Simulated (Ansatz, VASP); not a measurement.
## Two plane-wave programs on Zn3SnO

```
Zn Sn O
1.0
     5.08721    0.00000    0.00000
     0.00000    5.08721    0.00000
     0.00000    0.00000    5.08721
Zn Sn O
3 1 1
Direct
  0.00000 0.50000 0.50000
  0.50000 0.00000 0.50000
  0.50000 0.50000 0.00000
  0.50000 0.50000 0.50000
  0.00000 0.00000 0.00000
```

Change from the starting cell: species swapped into the Mn3GaC type (Pm-3m, No. 221).

Alike in both runs: functional PBE; k mesh 4 × 4 × 4; occupations gaussian, width 0.1 eV; no spin polarisation.

Ansatz relaxed the structure, and its values are those at the end. VASP's run is a single point on that final structure, the one shown.

|  | VASP | Ansatz |
| --- | --- | --- |
| version | VASP 6.6.1 | Ansatz 0.2.0 |
| potentials or method | VASP PAW PBE potentials, release 64 (Zn, Sn_d, O), cutoff 520 eV | scalar-relativistic, plane waves, PAW |
| valence electrons in the cell | 56 | 56 |

|  | VASP | Ansatz | Ansatz less VASP |
| --- | --- | --- | --- |
| gap on the k mesh at the Fermi level (eV) | none | none | - |
| pressure (GPa) | 0.1 | 0.1 | -0.05 |

A gap of «none» marks a metal or a gap that the smearing closes. With one functional, cell and mesh, what is left measures potentials, basis and numerics.
